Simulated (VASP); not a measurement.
# B5Pt (P4/mmm) in VASP: a series of runs, part 3 of 3

VASP 6.6.1. The steps go on from the part before.

### Step 4. Relaxation of cell and atoms, PBE

This run uses another cell than the first one, of 8.07 Å³/atom, 0.990 times its volume.

File INCAR:

```
ALGO = Normal
EDIFF = 1E-6
EDIFFG = -0.01
ENCUT = 600
GGA = PE
IBRION = 2
ISIF = 3
ISMEAR = 0
LASPH = T
LCHARG = F
LREAL = F
LWAVE = F
NELM = 80
NSW = 100
PREC = Accurate
SIGMA = 0.1
```

File KPOINTS:

```
k-points
0
Gamma
  14 14 6
```

File POSCAR:

```
B5Pt
1.0
    2.8562499578      0.0000000000      0.0000000000
    0.0000000000      2.8562499578      0.0000000000
    0.0000000000      0.0000000000      5.9371978842
B Pt
5 1
Direct
    0.5000000000      0.5000000000      0.3633123190
    0.5000000000      0.5000000000      0.6366876810
    0.0000000000      0.0000000000      0.2203774928
    0.0000000000      0.0000000000      0.7796225072
    0.0000000000      0.0000000000      0.5000000000
    0.5000000000      0.5000000000      0.0000000000
```

Potentials or basis: VASP PAW PBE potentials, release 64 (B, Pt).

Started as:

```
$ cat potpaw_PBE.64/B/POTCAR potpaw_PBE.64/Pt/POTCAR > POTCAR
$ mpirun -np 1 vasp_std > vasp.out
```

OUTCAR:

```text
EDIFF = 1E-6
   EDIFFG = -0.01
   ENCUT = 600
   GGA = PE
   IBRION = 2
   ISIF = 3
   ISMEAR = 0
   LASPH = T
   LREAL = F
   NELM = 80
   NSW = 100
   PREC = Accurate

 ion  position               nearest neighbor table
   1  0.500  0.500  0.363-   2 1.62   6 2.16
   2  0.500  0.500  0.637-   1 1.62   6 2.16
   3  0.000  0.000  0.220-   5 1.66   6 2.41   6 2.41   6 2.41   6 2.41
   4  0.000  0.000  0.780-   5 1.66   6 2.41   6 2.41   6 2.41   6 2.41
   5  0.000  0.000  0.500-   3 1.66   4 1.66
   6  0.500  0.500  0.000-   1 2.16   2 2.16   3 2.41   4 2.41   3 2.41   4 2.41   3 2.41   4 2.41
                             3 2.41   4 2.41

  LATTYP: Found a simple tetragonal cell.
 ALAT       =     2.8562499578
 C/A-ratio  =     2.0786688742

  Lattice vectors:

 A1 = (   2.8562499578,   0.0000000000,   0.0000000000)
 A2 = (   0.0000000000,   2.8562499578,   0.0000000000)
 A3 = (   0.0000000000,   0.0000000000,   5.9371978842)

Analysis of symmetry for initial positions (statically):
=====================================================================
 Subroutine PRICEL returns:
 Original cell was already a primitive cell.

 Routine SETGRP: Setting up the symmetry group for a
 simple tetragonal supercell.

 Subroutine GETGRP returns: Found 16 space group operations
 (whereof 16 operations were pure point group operations)
 out of a pool of 16 trial point group operations.

The static configuration has the point symmetry D_4h.

Analysis of symmetry for dynamics (positions and initial velocities):
=====================================================================
 Subroutine PRICEL returns:
 Original cell was already a primitive cell.

 Routine SETGRP: Setting up the symmetry group for a
 simple tetragonal supercell.

 Subroutine GETGRP returns: Found 16 space group operations
 (whereof 16 operations were pure point group operations)
 out of a pool of 16 trial point group operations.

The dynamic configuration has the point symmetry D_4h.

 Subroutine INISYM returns: Found 16 space group operations
 (whereof 16 operations are pure point group operations),
 and found     1 'primitive' translations

----------------------------------------------------------------------------------------

                                     Primitive cell

  volume of cell :      48.4366

  direct lattice vectors                    reciprocal lattice vectors
     2.856249958  0.000000000  0.000000000     0.350109414  0.000000000  0.000000000
     0.000000000  2.856249958  0.000000000     0.000000000  0.350109414  0.000000000
     0.000000000  0.000000000  5.937197884     0.000000000  0.000000000  0.168429623

  length of vectors
     2.856249958  2.856249958  5.937197884     0.350109414  0.350109414  0.168429623

  position of ions in fractional coordinates (direct lattice)
     0.500000000  0.500000000  0.363312319
     0.500000000  0.500000000  0.636687681
     0.000000000  0.000000000  0.220377493
     0.000000000  0.000000000  0.779622507
     0.000000000  0.000000000  0.500000000
     0.500000000  0.500000000  0.000000000

  ion indices of the primitive-cell ions
   primitive index   ion index
                 1           1
                 2           2
                 3           3
                 4           4
                 5           5
                 6           6

----------------------------------------------------------------------------------------
[... 62 lines left out ...]
   ISTART =      0    job   : 0-new  1-cont  2-samecut
   ICHARG =      2    charge: 1-file 2-atom 10-const
   ISPIN  =      1    spin polarized calculation?
   LNONCOLLINEAR =      F non collinear calculations
   LSORBIT =      F    spin-orbit coupling
   LASPH  =      T    aspherical Exc in radial PAW
   ENCUT  =  600.0 eV  44.10 Ry    6.64 a.u.   5.70  5.70 11.86*2*pi/ulx,y,z
   NELM   =     80;   NELMIN=  2; NELMDL= -5     # of ELM steps
   EDIFF  = 0.1E-05   stopping-criterion for ELM
   LREAL  =      F    real-space projection
   EDIFFG = -.1E-01   stopping-criterion for IOM
   NSW    =    100    number of steps for IOM
   IBRION =      2    ionic relax: 0-MD 1-quasi-New 2-CG
   NFREE  =      1    steps in history (QN), initial steepest desc. (CG)
   ISIF   =      3    stress and relaxation
   ISYM   =      2    0-nonsym 1-usesym 2-fastsym
   POTIM  = 0.5000    time-step for ionic-motion
   TEBEG  =    0.0;   TEEND  =   0.0 temperature during run
   PSTRESS=    0.0 pullay stress
   NELECT =      25.0000    total number of electrons
   NUPDOWN=      -1.0000    fix difference up-down
   EMIN   =  10.00;   EMAX   =-10.00  energy-range for DOS
   EFERMI =   0.00;   METHOD = LEGACY
   ISMEAR =     0;   SIGMA  =   0.10  broadening in eV -4-tet -1-fermi 0-gaus
   EFERMI_NEDOS =   21; number of points for ismear=-14 and -15
   IALGO  =     38    algorithm
   IMIX   =      4    mixing-type and parameters
     AMIX     =   0.40;   BMIX     =  1.00
     AMIX_MAG =   1.60;   BMIX_MAG =  1.00
  volume/ion in A,a.u.               =       8.07        54.48
  Fermi-wavevector in a.u.,A,eV,Ry     =   1.313198  2.481584 23.463094  1.724489
  Thomas-Fermi vector in A             =   2.443537
   LORBIT       =      0    0 simple, 1 ext, 2 COOP (PROOUT), +10 PAW based schemes
   GGA     = PE    functional components
   LHFCALC =     F    Hartree Fock is set to
   AEXX    =    0.0000 exact exchange contribution
   IVDW    =     0    specifies the selected vdW correction
   LEPSILON=     F    determine dielectric tensor
   LRPA    =     F    only Hartree local field effects (RPA)
 conjugate gradient relaxation of ions
 non-spin polarized calculation
 Gauss-broadening in eV      SIGMA  =   0.10
  energy-cutoff  :      600.00
  volume of cell :       48.44
 maximum number of plane-waves:      1642
 NGX is ok and might be reduce to    24
   NGX = 11   NGY = 11   NGZ = 23

--------------------------------------- Ionic step        1  -------------------------------------------

 number of electron      25.0000002 magnetization

 Free energy of the ion-electron system (eV)
  ---------------------------------------------------
  ext. energy  EPLUGINS =         0.00000000
  ---------------------------------------------------
  free energy    TOTEN  =       -35.20911304 eV

  energy without entropy =      -35.20440448  energy(sigma->0) =      -35.20675876

------------------------ aborting loop because EDIFF is reached ----------------------------------------

  FORCE on cell =-STRESS in cart. coord.  units (eV):
  Direction    XX          YY          ZZ          XY          YZ          ZX
  --------------------------------------------------------------------------------------
  -------------------------------------------------------------------------------------
  Total        0.4708114      0.4708114     -1.4819420      0.0000000     -0.0000000     -0.0000000
  in kB       15.5734061     15.5734061    -49.0193829      0.0000000     -0.0000000     -0.0000000
  external PRESSURE =      -5.9575235 kB  Pullay stress =       0.0000000 kB
[... 101 lines left out ...]
  FREE ENERGIE OF THE ION-ELECTRON SYSTEM (eV)
  ---------------------------------------------------
  free  energy   TOTEN  =       -35.2173851618 eV

  energy  without entropy=      -35.2129026304  energy(sigma->0) =      -35.21514390

 E-fermi :   9.9758     XC(G=0): -12.6894

 val. band max:        9.9693641066   @ k =   0.4286   0.4286   0.3333
 cond. band min:       9.9789361330   @ k =   0.4286   0.3571   0.1667
 fundamental gap:      0.0095720264
 Fermi energy:         9.9758365187

 k-point     1 :       0.0000    0.0000    0.0000
  band No.  band energies     occupation
      1      -6.3004      2.00000
      2      -2.4425      2.00000
      3      -1.9324      2.00000
      4       2.1206      2.00000
      5       2.9084      2.00000
      6       4.5502      2.00000
[... 435 lines left out ...]
      5       2.3946      2.00000
      6       2.6403      2.00000
[... 8 lines left out ...]
     15      11.6985      0.00000
     16      13.1076      0.00000

 [... further k-points ...]

[... ionic steps 4 to 8 ...]

--------------------------------------- Ionic step        9  -------------------------------------------

 number of electron      25.0000001 magnetization

------------------------ aborting loop because EDIFF is reached ----------------------------------------
[... 75 lines left out ...]
--------------------------------------- Ionic step       11  -------------------------------------------

 number of electron      25.0000001 magnetization

 Free energy of the ion-electron system (eV)
  ---------------------------------------------------
  ext. energy  EPLUGINS =         0.00000000
  ---------------------------------------------------
  free energy    TOTEN  =       -35.22341311 eV

  energy without entropy =      -35.21846183  energy(sigma->0) =      -35.22093747

 E-fermi :  10.0406     XC(G=0): -12.6962

 val. band max:       10.0304237395   @ k =   0.4286   0.4286   0.5000
 cond. band min:      10.0442007415   @ k =   0.2857   0.2857   0.0000
 fundamental gap:      0.0137770020
 Fermi energy:        10.0405516227

 k-point     1 :       0.0000    0.0000    0.0000
  band No.  band energies     occupation
      1      -6.2486      2.00000
      2      -2.3464      2.00000
      3      -1.9730      2.00000
      4       2.0884      2.00000
      5       2.8888      2.00000
      6       4.4929      2.00000
[... 480 lines left out ...]
  FREE ENERGIE OF THE ION-ELECTRON SYSTEM (eV)
  ---------------------------------------------------
  free  energy   TOTEN  =       -35.2234131130 eV

  energy  without entropy=      -35.2184618329  energy(sigma->0) =      -35.22093747

 reached required accuracy - stopping structural energy minimisation
```

Run time: 7.2 min. Hardware: 1 thread of Intel Xeon 6975P-C, shared host; peak memory 0.29 GiB.

Results:

* Free energy: -35.2234 eV
* Relaxed volume: 8.14 Å³/atom
* Relaxed cell: a = 2.887 Å, b = 2.887 Å, c = 5.860 Å, α = 90.00°, β = 90.00°, γ = 90.00°
* Space group after relaxing (to 0.05 Å): P4/mmm (No. 123)
* Energy gained by relaxing: 2.4 meV/atom
* Ionic steps: 11
* Pressure after relaxing: 0.0 GPa
* Largest force after relaxing: 0.007 eV/Å

Forces in eV/Å, atoms in the order of the input:
```
B    0.000  0.000  0.006
B    0.000  0.000 -0.006
B    0.000  0.000  0.007
B    0.000  0.000 -0.007
B    0.000  0.000  0.000
Pt   0.000  0.000  0.000
```

Step by step:
```csv
step,energy change (eV),largest force (eV/Å),pressure (GPa),volume (Å³)
1,0.0000,0.4063,-0.60,48.44
2,0.0098,0.7989,3.36,48.22
3,-0.0083,0.0809,0.97,48.35
4,-0.0106,0.1062,-0.08,48.63
5,-0.0110,0.1312,-1.10,48.92
6,-0.0111,0.1228,-0.75,48.82
7,-0.0129,0.1013,-0.31,48.81
8,-0.0136,0.0970,0.18,48.80
9,-0.0142,0.0602,-0.05,48.85
10,-0.0143,0.0179,0.01,48.83
11,-0.0143,0.0066,-0.02,48.84
```

Final structure:
```
CELL_PARAMETERS angstrom
2.88705 0.00000 0.00000
0.00000 2.88705 0.00000
0.00000 0.00000 5.85970
ATOMIC_POSITIONS crystal
B 0.50000 0.50000 0.36440
B 0.50000 0.50000 0.63560
B 0.00000 0.00000 0.21672
B 0.00000 0.00000 0.78328
B 0.00000 0.00000 0.50000
Pt 0.50000 0.50000 0.00000
```

Levels at points of the mesh, in eV from the Fermi level:
```tsv
k point	band 8	band 9	band 10	band 11	band 12	band 13	band 14	band 15	band 16
(0.00, 0.00, 0.00)	-3.74	-3.74	-3.55	-2.52	-2.11	2.15	2.15	2.26	3.31
(0.50, 0.00, 0.00)	-5.75	-5.52	-4.64	-1.71	0.48	0.88	2.45	3.38	3.42
(0.50, 0.50, 0.00)	-6.82	-6.57	-3.75	-2.09	-1.84	-1.84	-0.72	-0.72	0.62
(0.00, 0.00, 0.50)	-4.99	-3.55	-2.20	-2.20	-1.13	-0.75	-0.75	2.58	4.56
(0.50, 0.00, 0.50)	-5.72	-5.15	-4.72	-2.07	0.17	1.15	2.01	3.00	4.01
(0.50, 0.50, 0.50)	-5.93	-5.89	-5.44	-5.44	-2.09	-2.06	-0.35	0.18	2.85
```

Caveat: spin-orbit coupling is left out, which moves the levels of the heavy elements.

### Step 5. Overview

```csv
task,cell,k mesh,cutoff (eV),gap on the mesh (eV),pressure (GPa),relaxed volume (Å³/atom),largest force (eV/Å)
single point,"a = 2.890, b = 2.890, c = 5.855 Å, 6 atoms",14 × 14 × 6,520,none,-0.2,-,0.02
relaxation of cell and atoms,"relaxed from a = 2.393, b = 2.393, c = 10.136 Å, 6 atoms",8 × 8 × 2,600,none,0.0,7.99,0.04
relaxation of cell and atoms,"relaxed from a = 2.856, b = 2.856, c = 5.937 Å, 6 atoms",14 × 14 × 6,600,none,0.0,8.14,0.01
```

Alike in all rows: level PBE; potentials or basis VASP PAW PBE potentials, release 64 (B, Pt); no spin polarisation; smearing gaussian 0.1 eV.

Caveats: spin-orbit coupling is left out, which moves the levels of the heavy elements; the volume moved by over 15 % at a fixed basis, so the end points are rough (some runs).

Total energies depend on the potentials used, so only differences within one code and one set of settings carry meaning.
